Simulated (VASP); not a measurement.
Here is a VASP 6.6.1 calculation.

Contents of INCAR:

```
PREC     = Accurate       # precision mode
ENCUT    = 600            # plane-wave cutoff, eV
EDIFF    = 1E-6           # SCF threshold, eV
ISMEAR   = 0              # smearing method
SIGMA    = 0.05           # smearing width, eV
LREAL    = F              # projectors in reciprocal space
LASPH    = T              # aspherical terms in the spheres
NELM     = 100            # most SCF steps
ALGO     = Normal         # electronic algorithm
ISIF     = 4              # what is computed and relaxed
LWAVE    = F              # write WAVECAR
LCHARG   = F              # write CHGCAR
GGA      = PE             # functional
IBRION   = 2              # ionic algorithm
NSW      = 60             # ionic steps
EDIFFG   = -0.01          # ionic threshold
```

The input KPOINTS:

```
regular mesh
0
Gamma
  16 16 16
```

POSCAR

```
Se
1.0
    1.9467388085      1.1239501752      1.5893771731
   -1.9467388085      1.1239501752      1.5893771731
    0.0000000000     -2.2479003503      1.5893771732
Se
1
Direct
    0.0000000000      0.0000000000      0.0000000000
```

Potentials or basis: VASP PAW PBE potentials, release 64 (Se).

The run is started by

```console
$ cat potpaw_PBE.64/Se/POTCAR > POTCAR
$ mpirun -np 1 vasp_std > vasp.out
```

Q: Estimate the band gap on the k mesh.

A: Zero (bands 3 and 4 overlap by 6.79 eV).

Final structure:
```
Se
1.0
     1.94674    1.12395    1.58938
    -1.94674    1.12395    1.58938
     0.00000   -2.24790    1.58938
Se
1
Direct
  0.00000 0.00000 0.00000
```
